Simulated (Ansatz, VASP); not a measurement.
MnNb3 in VASP and in Ansatz

```xyz
4
Lattice="4.0238 0.0000 0.0000 0.0000 4.0238 0.0000 0.0000 0.0000 4.0238" Properties=species:S:1:pos:R:3 pbc="T T T"
Mn    0.0000    0.0000    0.0000
Nb    0.0000    2.0119    2.0119
Nb    2.0119    2.0119    0.0000
Nb    2.0119    0.0000    2.0119
```

Alike in both runs: task single point; functional PBEsol; k mesh 8 × 8 × 8; occupations gaussian, width 0.05 eV; collinear spin.

```csv
,VASP,Ansatz
version,VASP 6.6.1,Ansatz 0.2.0
potentials or method,"VASP PAW PBE potentials, release 64 (Mn_pv, Nb_sv), cutoff 520 eV","scalar-relativistic, plane waves, PAW"
valence electrons in the cell,52,54
```

Ansatz gave:

- gap on the k mesh at the Fermi level (eV): none
- pressure (GPa): 3.0
- net moment per atom (μB): 0.65
- size of the moment on the site where the two differ most (μB): 2.74

Task: Which values does VASP return?

Result: gap on the k mesh at the Fermi level (eV): none; pressure (GPa): 2.7; net moment per atom (μB): 0.65; size of the moment on the site where the two differ most (μB): 2.70.

VASP's potentials were made for PBE, not for PBEsol. Site moments also hang on the region over which each program counts them. A gap of «none» marks a metal or a gap that the smearing closes. The functional is the same, so the differences come from potentials, cutoffs and numerics. VASP's potentials hold 52 valence electrons a cell and Ansatz's 54, so a difference there can come from the potentials and not from the codes.
